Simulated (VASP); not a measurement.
# Al2Ru (I4/mmm) in VASP: a series of runs, part 2 of 2

VASP 6.6.1.

## (4) Single point, r2SCAN

This run uses another cell than the first one: it holds 3 atoms, not 6.

POSCAR

```
Al2Ru
1.0
   -1.5319091861      1.5319091861      4.1386854106
    1.5319091861     -1.5319091861      4.1386854106
    1.5319091861      1.5319091861     -4.1386854106
Al Ru
2 1
Direct
    0.6601803387      0.6601803387      0.0000000000
    0.3398196613      0.3398196613      0.0000000000
    0.0000000000      0.0000000000      0.0000000000
```

INCAR.step1

```
ALGO = Normal ; EDIFF = 1E-4
ENCUT = 520 ; GGA = PE
ISMEAR = 0 ; LASPH = T
LCHARG = F ; LREAL = F
LWAVE = T ; NBANDS = 17
NELM = 100 ; PREC = Accurate
SIGMA = 0.1
```

INCAR.step2

```
ALGO = Normal ; EDIFF = 1E-6
ENCUT = 520 ; ISIF = 2
ISMEAR = 0 ; ISTART = 1
LASPH = T ; LCHARG = F
LMIXTAU = T ; LREAL = F
LWAVE = F ; METAGGA = R2SCAN
NBANDS = 17 ; NELM = 100
PREC = Accurate ; SIGMA = 0.1
```

KPOINTS

```
k-points
0
Gamma
  18 18 18
```

Potentials or basis: VASP PAW PBE potentials, release 64 (Al, Ru_pv).

Started as:

```
$ cat potpaw_PBE.64/Al/POTCAR potpaw_PBE.64/Ru_pv/POTCAR > POTCAR
$ cp INCAR.step1 INCAR
$ mpirun -np 1 vasp_std > vasp.out
$ cp INCAR.step2 INCAR
$ mpirun -np 1 vasp_std > vasp.out
```

OUTCAR:

```text
EDIFF = 1E-6
   ENCUT = 520
   ISIF = 2
   ISMEAR = 0
   ISTART = 1
   LASPH = T
   LREAL = F
   METAGGA = R2SCAN
   NELM = 100
   PREC = Accurate

 ion  position               nearest neighbor table
   1  0.660  0.660  0.000-   3 2.54   3 2.54   3 2.54   3 2.54   2 2.63   2 2.63   2 2.63   2 2.63
                             2 2.65   3 2.81
   2  0.340  0.340  0.000-   3 2.54   3 2.54   3 2.54   3 2.54   1 2.63   1 2.63   1 2.63   1 2.63
                             1 2.65   3 2.81
   3  0.000  0.000  0.000-   1 2.54   1 2.54   1 2.54   2 2.54   1 2.54   2 2.54   2 2.54   2 2.54
                             1 2.81   2 2.81

  LATTYP: Found a body centered tetragonal cell.
 ALAT       =     3.0638183722
 C/A-ratio  =     2.7016519309

  Lattice vectors:

 A1 = (  -1.5319091861,   1.5319091861,   4.1386854106)
 A2 = (   1.5319091861,  -1.5319091861,   4.1386854106)
 A3 = (   1.5319091861,   1.5319091861,  -4.1386854106)

Analysis of symmetry for initial positions (statically):
=====================================================================
 Subroutine PRICEL returns:
 Original cell was already a primitive cell.

[... 172 lines left out ...]

 val. band max:       11.3546590843   @ k =  -0.2778   0.2778   0.0000
 cond. band min:      11.4241640897   @ k =   0.5000   0.5000   0.1667
 fundamental gap:      0.0695050054
 Fermi energy:        11.3959772953

 k-point     1 :       0.0000    0.0000    0.0000
  band No.  band energies     occupation
      1     -32.7335      2.00000
      2     -32.7335      2.00000
      3     -32.6745      2.00000
      4      -0.6052      2.00000
      5       5.2989      2.00000
      6       7.1428      2.00000
[... 457 lines left out ...]
      4       0.3949      2.00000
      5       5.8676      2.00000
      6       7.1520      2.00000
[... 9 lines left out ...]
     16      20.4019      0.00000
     17      20.7343      0.00000

 [... further k-points ...]

------------------------ aborting loop because EDIFF is reached ----------------------------------------

  FORCE on cell =-STRESS in cart. coord.  units (eV):
  Direction    XX          YY          ZZ          XY          YZ          ZX
  --------------------------------------------------------------------------------------
  -------------------------------------------------------------------------------------
  Total        2.8963580      2.8963580      2.8610504      0.0000000      0.0000000      0.0000000
  in kB      119.4467595    119.4467595    117.9906617      0.0000000      0.0000000      0.0000000
  external PRESSURE =     118.9613935 kB  Pullay stress =       0.0000000 kB

 VOLUME and BASIS-vectors are now :
 -----------------------------------------------------------------------------
  energy-cutoff  :      520.00
  volume of cell :       38.85
      direct lattice vectors                 reciprocal lattice vectors
    -1.531909186  1.531909186  4.138685411     0.000000000  0.326390105  0.120811309
     1.531909186 -1.531909186  4.138685411     0.326390105  0.000000000  0.120811309
     1.531909186  1.531909186 -4.138685411     0.326390105  0.326390105  0.000000000

 POSITION                                       TOTAL-FORCE (eV/Angst)
 -----------------------------------------------------------------------------------
      0.00000      0.00000      5.46456         0.000000      0.000000      0.017811
      0.00000      0.00000      2.81281        -0.000000     -0.000000     -0.017811
      0.00000      0.00000      0.00000        -0.000000     -0.000000      0.000000
 -----------------------------------------------------------------------------------
    total drift:                               -0.000000      0.000000     -0.000000

  FREE ENERGIE OF THE ION-ELECTRON SYSTEM (eV)
  ---------------------------------------------------
  free  energy   TOTEN  =       -41.0937335899 eV

  energy  without entropy=      -41.0933356394  energy(sigma->0) =      -41.09353461
```

OSZICAR.step1:

```text
N       E                     dE             d eps       ncg     rms          rms(c)
DAV:   1     0.122640783803E+03    0.12264E+03   -0.10655E+04 16656   0.110E+03
DAV:   2    -0.169845362193E+02   -0.13963E+03   -0.13545E+03 18628   0.289E+02
DAV:   3    -0.194318075685E+02   -0.24473E+01   -0.24344E+01 20259   0.392E+01
DAV:   4    -0.194525183325E+02   -0.20711E-01   -0.20702E-01 19414   0.370E+00
DAV:   5    -0.194529774398E+02   -0.45911E-03   -0.45908E-03 21423   0.504E-01    0.143E+01
DAV:   6    -0.188663691845E+02    0.58661E+00   -0.57931E+00 17199   0.209E+01    0.353E+00
DAV:   7    -0.186197111265E+02    0.24666E+00   -0.12496E+00 17025   0.974E+00    0.305E+00
DAV:   8    -0.185709460000E+02    0.48765E-01   -0.10179E-01 18370   0.301E+00    0.492E-01
DAV:   9    -0.185684149458E+02    0.25311E-02   -0.31660E-03 20839   0.365E-01    0.238E-01
DAV:  10    -0.185682970473E+02    0.11790E-03   -0.61989E-04 18848   0.215E-01    0.625E-02
DAV:  11    -0.185682757741E+02    0.21273E-04   -0.15594E-04 10362   0.117E-01
   1 F= -.18568276E+02 E0= -.18567799E+02  d E =-.953111E-03
```

It took 26 min on 1 thread of AMD EPYC 9R45 (Zen 5), shared host; peak memory 0.42 GiB.

What came out:

| Quantity | Value |
| --- | --- |
| Free energy | -41.0937 eV |
| Pressure | 11.9 GPa |
| Largest force | 0.018 eV/Å |
| Band gap on the k mesh | zero (bands 10 and 11 overlap by 0.03 eV) |

Forces on the atoms (eV/Å):
```
Al   0.000  0.000  0.018
Al   0.000  0.000 -0.018
Ru   0.000  0.000  0.000
```

Stress tensor (GPa, compression positive):
```
11.94  0.00  0.00
 0.00 11.94  0.00
 0.00  0.00 11.80
```

Levels at points of the mesh, in eV from the Fermi level:
```
           k point  band 7  band 8  band 9  band 10  band 11  band 12  band 13  band 14
(0.00, 0.00, 0.00)   -2.33   -2.33   -2.10    -1.19     2.76     4.58     6.73     6.73
(0.50, 0.00, 0.00)   -3.34   -3.11   -2.98    -1.72     0.78     3.52     5.41     7.61
(0.50, 0.50, 0.00)   -3.96   -3.51   -1.23    -0.44     0.48     2.06     2.23     5.03
(0.50, 0.50, 0.50)   -3.01   -1.84   -1.84    -1.16     3.48     3.48     6.50     7.18
```

Caveat: the cell stands under pressure; the PAW data sets were made with another functional, which shifts forces and pressure a little.

## (5) Single point, r2SCAN

This run uses another cell than the first one, of 13.72 Å³/atom.

POSCAR

```
Al2Ru
1.0
    3.1218205062      0.0000000000      0.0000000000
    0.0000000000      3.1218205062      0.0000000000
    0.0000000000      0.0000000000      8.4449834362
Al Ru
4 2
Direct
    0.5000000000      0.5000000000      0.1590940351
    0.0000000000      0.0000000000      0.3409059649
    0.0000000000      0.0000000000      0.6590940351
    0.5000000000      0.5000000000      0.8409059649
    0.0000000000      0.0000000000      0.0000000000
    0.5000000000      0.5000000000      0.5000000000
```

INCAR.step1

```
  PREC = Accurate
  ENCUT = 520
  ISMEAR = 0
  SIGMA = 0.1
  LREAL = F
  LASPH = T
  NELM = 60
  NBANDS = 29
  GGA = PE
  ALGO = Normal
  EDIFF = 1E-4
  LWAVE = T
  LCHARG = F
```

INCAR.step2

```
  PREC = Accurate
  ENCUT = 520
  EDIFF = 1E-7
  ISMEAR = 0
  SIGMA = 0.1
  LREAL = F
  LASPH = T
  NELM = 60
  ALGO = Normal
  ISIF = 2
  LWAVE = F
  LCHARG = F
  METAGGA = R2SCAN
  LMIXTAU = T
  NBANDS = 29
  ISTART = 1
```

KPOINTS

```
regular mesh
0
Gamma
  12 12 4
```

Started as:

```
$ cat potpaw_PBE.64/Al/POTCAR potpaw_PBE.64/Ru_pv/POTCAR > POTCAR
$ cp INCAR.step1 INCAR
$ mpirun -np 1 vasp_std > vasp.out
$ cp INCAR.step2 INCAR
$ mpirun -np 1 vasp_std > vasp.out
```

It took 4.2 min on 1 thread of Intel Xeon Platinum 8488C (Sapphire Rapids), shared host; peak memory 0.3 GiB.

The run converged. Its results:

- Free energy: -82.3492 eV
- Pressure: -0.1 GPa
- Largest force: 0.008 eV/Å
- Band gap on the k mesh: zero (bands 20 and 21 overlap by 0.04 eV)

Forces on the atoms (eV/Å):
```
Al   0.000  0.000  0.008
Al   0.000  0.000 -0.008
Al   0.000  0.000  0.008
Al   0.000  0.000 -0.008
Ru   0.000  0.000  0.000
Ru   0.000  0.000  0.000
```

Stress tensor (GPa, compression positive):
```
-0.07  0.00  0.00
 0.00 -0.07  0.00
 0.00  0.00 -0.19
```

Levels at points of the mesh, in eV from the Fermi level:
| k point | band 17 | band 18 | band 19 | band 20 | band 21 | band 22 | band 23 | band 24 |
| --- | --- | --- | --- | --- | --- | --- | --- | --- |
| (0.00, 0.00, 0.00) | -1.78 | -1.78 | -1.20 | -1.18 | 2.48 | 3.30 | 3.30 | 4.70 |
| (0.50, 0.00, 0.00) | -2.64 | -2.64 | -1.66 | -1.66 | 0.57 | 0.57 | 3.02 | 3.02 |
| (0.50, 0.50, 0.00) | -1.29 | -1.29 | -0.51 | -0.51 | 0.36 | 0.36 | 1.95 | 1.95 |
| (0.00, 0.00, 0.50) | -2.03 | -2.03 | -1.19 | -1.19 | 4.26 | 4.26 | 4.26 | 4.26 |
| (0.50, 0.00, 0.50) | -2.86 | -2.86 | -1.65 | -1.65 | 0.64 | 0.64 | 3.19 | 3.19 |
| (0.50, 0.50, 0.50) | -1.96 | -1.96 | -0.56 | -0.56 | 0.36 | 0.36 | 1.43 | 1.43 |

Caveat: the PAW data sets were made with another functional, which shifts forces and pressure a little.

## (6) The runs side by side

```csv
cell,k mesh,gap on the mesh (eV),pressure (GPa),largest force (eV/Å)
"a = 3.059, b = 3.059, c = 8.591 Å, 6 atoms, atomic positions A",12 × 12 × 4,-,4.8,0.02
"a = 4.593 Å, angles 141.7, 141.7, 55.3°, 3 atoms, atomic positions B",18 × 18 × 18,none,25.0,0.02
"a = 4.671 Å, angles 141.7, 141.7, 55.3°, 3 atoms, atomic positions B",18 × 18 × 18,none,11.9,0.02
"a = 3.122, b = 3.122, c = 8.445 Å, 6 atoms, atomic positions C",12 × 12 × 4,none,-0.1,0.01
```

Alike in all rows: task single point; level r2SCAN; potentials or basis VASP PAW PBE potentials, release 64 (Al, Ru_pv); no spin polarisation; cutoff (eV) 520; smearing gaussian 0.1 eV.

Caveats: the PAW data sets were made with another functional, which shifts forces and pressure a little; the cell stands under pressure (at least some runs).

Total energies depend on the potentials used, so only differences within one code and one set of settings carry meaning.
